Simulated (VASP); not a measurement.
# Li3S2 (P4/mmm) in VASP: further runs, part 2 of 2

VASP 6.6.1. The steps go on from the part before.

### 3 Relaxation of cell and atoms, PBE

This run uses another cell than the first one, of 29.68 Å³/atom.

Contents of INCAR:

```
SYSTEM = Li3S2
ALGO = Normal ; EDIFF = 1E-6
EDIFFG = -0.01 ; ENCUT = 600
GGA = PE ; IBRION = 2
ISIF = 3 ; ISMEAR = 0
LASPH = .True. ; LCHARG = .False.
LREAL = .False. ; LWAVE = .False.
NELM = 80 ; NSW = 100
PREC = Accurate ; SIGMA = 0.1
```

Contents of KPOINTS:

```
k-points
0
Gamma
  10 10 4
  0 0 0
```

Contents of POSCAR:

```
Li3S2
1.0
    3.8802858373      0.0000000000      0.0000000000
    0.0000000000      3.8802858373      0.0000000000
    0.0000000000      0.0000000000      9.8564221648
Li S
3 2
Direct
    0.5000000000      0.5000000000      0.5000000000
    0.5000000000      0.5000000000      0.8559716065
    0.5000000000      0.5000000000      0.1440283935
    0.0000000000      0.5000000000      0.0000000000
    0.5000000000      0.0000000000      0.0000000000
```

Potentials or basis: VASP PAW PBE potentials, release 64 (Li_sv, S).

On the command line:

```
cat potpaw_PBE.64/Li_sv/POTCAR potpaw_PBE.64/S/POTCAR > POTCAR
mpirun -np 1 vasp_std > vasp.out
```

OUTCAR:

```text
SYSTEM = Li3S2
   EDIFF = 1E-6
   EDIFFG = -0.01
   ENCUT = 600
   GGA = PE
   IBRION = 2
   ISIF = 3
   ISMEAR = 0
   LASPH = .True.
   LREAL = .False.
   NELM = 80
   NSW = 100
   PREC = Accurate

 ion  position               nearest neighbor table
   1  0.500  0.500  0.500-
   2  0.500  0.500  0.856-   4 2.40   5 2.40   5 2.40   4 2.40
   3  0.500  0.500  0.144-   4 2.40   5 2.40   5 2.40   4 2.40
   4  0.000  0.500  0.000-   2 2.40   3 2.40   2 2.40   3 2.40   5 2.74   5 2.74   5 2.74   5 2.74

   5  0.500  0.000  0.000-   2 2.40   3 2.40   2 2.40   3 2.40   4 2.74   4 2.74   4 2.74   4 2.74

  LATTYP: Found a simple tetragonal cell.
 ALAT       =     3.8802858373
 C/A-ratio  =     2.5401278612

  Lattice vectors:

 A1 = (   3.8802858373,   0.0000000000,   0.0000000000)
 A2 = (   0.0000000000,   3.8802858373,   0.0000000000)
 A3 = (   0.0000000000,   0.0000000000,   9.8564221648)

Analysis of symmetry for initial positions (statically):
=====================================================================
 Subroutine PRICEL returns:
 Original cell was already a primitive cell.

 Routine SETGRP: Setting up the symmetry group for a
 simple tetragonal supercell.

 Subroutine GETGRP returns: Found 16 space group operations
 (whereof 16 operations were pure point group operations)
 out of a pool of 16 trial point group operations.

The static configuration has the point symmetry D_4h.

Analysis of symmetry for dynamics (positions and initial velocities):
=====================================================================
 Subroutine PRICEL returns:
 Original cell was already a primitive cell.

 Routine SETGRP: Setting up the symmetry group for a
 simple tetragonal supercell.

 Subroutine GETGRP returns: Found 16 space group operations
 (whereof 16 operations were pure point group operations)
 out of a pool of 16 trial point group operations.

The dynamic configuration has the point symmetry D_4h.

 Subroutine INISYM returns: Found 16 space group operations
 (whereof 16 operations are pure point group operations),
 and found     1 'primitive' translations

----------------------------------------------------------------------------------------

                                     Primitive cell

  volume of cell :     148.4044

  direct lattice vectors                    reciprocal lattice vectors
     3.880285837  0.000000000  0.000000000     0.257712973  0.000000000  0.000000000
     0.000000000  3.880285837  0.000000000     0.000000000  0.257712973  0.000000000
     0.000000000  0.000000000  9.856422165     0.000000000  0.000000000  0.101456693

  length of vectors
     3.880285837  3.880285837  9.856422165     0.257712973  0.257712973  0.101456693

  position of ions in fractional coordinates (direct lattice)
     0.500000000  0.500000000  0.500000000
     0.500000000  0.500000000  0.855971606
     0.500000000  0.500000000  0.144028394
     0.000000000  0.500000000  0.000000000
     0.500000000  0.000000000  0.000000000

[... 68 lines left out ...]
   NGXF,Y,Z  is equivalent  to a cutoff of  27.42, 27.42, 26.99 a.u.
 SYSTEM =  Li3S2
   PREC   = accura    normal or accurate (medium, high low for compatibility)
   ISTART =      0    job   : 0-new  1-cont  2-samecut
   ICHARG =      2    charge: 1-file 2-atom 10-const
   ISPIN  =      1    spin polarized calculation?
   LNONCOLLINEAR =      F non collinear calculations
   LSORBIT =      F    spin-orbit coupling
   LASPH  =      T    aspherical Exc in radial PAW
   ENCUT  =  600.0 eV  44.10 Ry    6.64 a.u.   7.75  7.75 19.69*2*pi/ulx,y,z
   NELM   =     80;   NELMIN=  2; NELMDL= -5     # of ELM steps
   EDIFF  = 0.1E-05   stopping-criterion for ELM
   LREAL  =      F    real-space projection
   EDIFFG = -.1E-01   stopping-criterion for IOM
   NSW    =    100    number of steps for IOM
   IBRION =      2    ionic relax: 0-MD 1-quasi-New 2-CG
   NFREE  =      1    steps in history (QN), initial steepest desc. (CG)
   ISIF   =      3    stress and relaxation
   ISYM   =      2    0-nonsym 1-usesym 2-fastsym
   POTIM  = 0.5000    time-step for ionic-motion
   TEBEG  =    0.0;   TEEND  =   0.0 temperature during run
   PSTRESS=    0.0 pullay stress
   NELECT =      21.0000    total number of electrons
   NUPDOWN=      -1.0000    fix difference up-down
   EMIN   =  10.00;   EMAX   =-10.00  energy-range for DOS
   EFERMI =   0.00;   METHOD = LEGACY
   ISMEAR =     0;   SIGMA  =   0.10  broadening in eV -4-tet -1-fermi 0-gaus
   EFERMI_NEDOS =   21; number of points for ismear=-14 and -15
   IALGO  =     38    algorithm
   IMIX   =      4    mixing-type and parameters
     AMIX     =   0.40;   BMIX     =  1.00
     AMIX_MAG =   1.60;   BMIX_MAG =  1.00
  volume/ion in A,a.u.               =      29.68       200.30
  Fermi-wavevector in a.u.,A,eV,Ry     =   0.853098  1.612122  9.902001  0.727777
  Thomas-Fermi vector in A             =   1.969488
   LORBIT       =      0    0 simple, 1 ext, 2 COOP (PROOUT), +10 PAW based schemes
   GGA     = PE    functional components
   LHFCALC =     F    Hartree Fock is set to
   AEXX    =    0.0000 exact exchange contribution
   IVDW    =     0    specifies the selected vdW correction
   LEPSILON=     F    determine dielectric tensor
   LRPA    =     F    only Hartree local field effects (RPA)
 conjugate gradient relaxation of ions
 non-spin polarized calculation
 Gauss-broadening in eV      SIGMA  =   0.10
  energy-cutoff  :      600.00
  volume of cell :      148.40
 maximum number of plane-waves:      4976
 NGX is ok and might be reduce to    32
   NGX = 15   NGY = 15   NGZ = 39

--------------------------------------- Ionic step        1  -------------------------------------------

 number of electron      20.9999990 magnetization

 Free energy of the ion-electron system (eV)
  ---------------------------------------------------
  ext. energy  EPLUGINS =         0.00000000
  ---------------------------------------------------
  free energy    TOTEN  =       -14.83096184 eV

  energy without entropy =      -14.82186422  energy(sigma->0) =      -14.82641303

------------------------ aborting loop because EDIFF is reached ----------------------------------------

  FORCE on cell =-STRESS in cart. coord.  units (eV):
  Direction    XX          YY          ZZ          XY          YZ          ZX
  --------------------------------------------------------------------------------------
  -------------------------------------------------------------------------------------
  Total        0.2851369      0.2851369      0.0029225      0.0000000     -0.0000000      0.0000000
  in kB        3.0783444      3.0783444      0.0315509      0.0000000     -0.0000000      0.0000000
  external PRESSURE =       2.0627466 kB  Pullay stress =       0.0000000 kB
[... 143 lines left out ...]
--------------------------------------- Ionic step        5  -------------------------------------------

 number of electron      20.9999996 magnetization

 Free energy of the ion-electron system (eV)
  ---------------------------------------------------
  ext. energy  EPLUGINS =         0.00000000
  ---------------------------------------------------
  free energy    TOTEN  =       -14.83292517 eV

  energy without entropy =      -14.82546734  energy(sigma->0) =      -14.82919626

 E-fermi :   0.7363     XC(G=0):  -6.3659

 val. band max:        0.6991116689   @ k =   0.1000   0.1000   0.5000
 cond. band min:       0.7488970010   @ k =   0.3000   0.3000   0.5000
 fundamental gap:      0.0497853320
 Fermi energy:         0.7362749251

 k-point     1 :       0.0000    0.0000    0.0000
  band No.  band energies     occupation
      1     -47.5740      2.00000
      2     -45.7984      2.00000
      3     -45.7893      2.00000
      4     -13.7048      2.00000
      5      -9.5363      2.00000
      6      -3.7631      2.00000
      7      -3.7631      2.00000
      8      -3.6042      2.00000
      9      -0.9680      2.00000
     10      -0.0169      2.00000
     11       1.1628      0.00000
     12       2.0445      0.00000
     13       2.0445      0.00000
     14       2.9220      0.00000
[... 377 lines left out ...]
      1     -47.5739      2.00000
      2     -45.7982      2.00000
      3     -45.7891      2.00000
      4     -13.4298      2.00000
      5     -10.1641      2.00000
      6      -3.4503      2.00000
      7      -3.3819      2.00000
      8      -3.2994      2.00000
      9      -0.5690      2.00000
     10      -0.5233      2.00000
     11       0.9699      0.00095
     12       1.1250      0.00000
     13       1.1936      0.00000
     14       3.8123      0.00000

 [... further k-points ...]

------------------------ aborting loop because EDIFF is reached ----------------------------------------

  FORCE on cell =-STRESS in cart. coord.  units (eV):
  Direction    XX          YY          ZZ          XY          YZ          ZX
  --------------------------------------------------------------------------------------
  -------------------------------------------------------------------------------------
  Total       -0.0098274     -0.0098274      0.0133657      0.0000000     -0.0000000      0.0000000
  in kB       -0.1050708     -0.1050708      0.1429006      0.0000000     -0.0000000      0.0000000
  external PRESSURE =      -0.0224137 kB  Pullay stress =       0.0000000 kB
[... 20 lines left out ...]
  FREE ENERGIE OF THE ION-ELECTRON SYSTEM (eV)
  ---------------------------------------------------
  free  energy   TOTEN  =       -14.8329251725 eV

  energy  without entropy=      -14.8254673416  energy(sigma->0) =      -14.82919626

 reached required accuracy - stopping structural energy minimisation
```

OSZICAR:

```text
N       E                     dE             d eps       ncg     rms          rms(c)
DAV:   1     0.131705195564E+03    0.13171E+03   -0.94958E+03  1764   0.144E+03
DAV:   2     0.697337157956E+01   -0.12473E+03   -0.11811E+03  2372   0.284E+02
[... 37 lines left out ...]
   4 F= -.14832629E+02 E0= -.14828564E+02  d E =-.240264E-03
       N       E                     dE             d eps       ncg     rms          rms(c)
DAV:   1    -0.148338789228E+02   -0.12495E-02   -0.33496E-01  1764   0.552E+00    0.249E-01
DAV:   2    -0.148330565980E+02    0.82232E-03   -0.62346E-03  2058   0.628E-01    0.109E-01
DAV:   3    -0.148329634492E+02    0.93149E-04   -0.46302E-04  2908   0.158E-01    0.629E-02
DAV:   4    -0.148329246471E+02    0.38802E-04   -0.19045E-04  2190   0.828E-02    0.111E-02
DAV:   5    -0.148329251725E+02   -0.52533E-06   -0.89172E-06  2472   0.189E-02
   5 F= -.14832925E+02 E0= -.14829196E+02  d E =-.536031E-03
```

Run time: 3.6 min. Hardware: 1 thread of AMD EPYC 9R45 (Zen 5), shared host; peak memory 0.33 GiB.

Results:

```
Free energy                           : -14.8329 eV
Relaxed volume                        : 29.97 Å³/atom
Relaxed cell                          : a = 3.908 Å, b = 3.908 Å, c = 9.811 Å, α = 90.00°, β = 90.00°, γ = 90.00°
Space group after relaxing (to 0.1 Å) : P4/mmm (No. 123)
Energy gained by relaxing             : 0.4 meV/atom
Ionic steps                           : 5
Pressure after relaxing               : 0.0 GPa
Largest force after relaxing          : 0.006 eV/Å
Band gap on the k mesh                : zero (an odd number of electrons rules out a gap without spin polarisation)
```

Forces on the atoms (eV/Å):
```
Li   0.000  0.000  0.000
Li   0.000  0.000  0.006
Li   0.000  0.000 -0.006
S    0.000  0.000  0.000
S    0.000  0.000  0.000
```

The path:
```csv
step,energy change (eV),largest force (eV/Å),pressure (GPa),volume (Å³)
1,0.0000,0.0120,0.21,148.40
2,-0.0011,0.0150,0.07,149.23
3,-0.0014,0.0361,-0.03,149.89
4,-0.0017,0.0284,-0.02,149.88
5,-0.0020,0.0059,0.00,149.85
```

Final structure:
```yaml
crystal:
  lattice:
    - [3.90822, 0.00000, 0.00000]
    - [0.00000, 3.90822, 0.00000]
    - [0.00000, 0.00000, 9.81092]
  atoms:
    - { symbol: Li, position: [0.50000, 0.50000, 0.50000] }
    - { symbol: Li, position: [0.50000, 0.50000, 0.85663] }
    - { symbol: Li, position: [0.50000, 0.50000, 0.14337] }
    - { symbol: S, position: [0.00000, 0.50000, 0.00000] }
    - { symbol: S, position: [0.50000, 0.00000, 0.00000] }
```

Levels at points of the mesh, in eV from the Fermi level:
```
           k point  band 7  band 8  band 9  band 10  band 11  band 12  band 13  band 14
(0.00, 0.00, 0.00)   -4.50   -4.34   -1.70    -0.75     0.43     1.31     1.31     2.19
(0.50, 0.00, 0.00)   -2.96   -2.77   -2.56    -1.98    -1.69     0.44     0.46     1.94
(0.50, 0.50, 0.00)   -5.57   -2.76   -2.76     2.03     2.03     2.22     2.76     2.79
(0.00, 0.00, 0.50)   -4.50   -4.35   -1.48    -0.75    -0.22     1.31     1.31     3.51
(0.50, 0.00, 0.50)   -2.96   -2.77   -2.56    -1.98    -1.69     0.56     0.64     1.55
(0.50, 0.50, 0.50)   -5.57   -2.77   -2.77     2.14     2.14     2.22     2.68     2.79
```

Caveat: the cutoff is under 1.25 times the usual one of these potentials, so pressure, stress and relaxed cells hold a basis-set (Pulay) error.
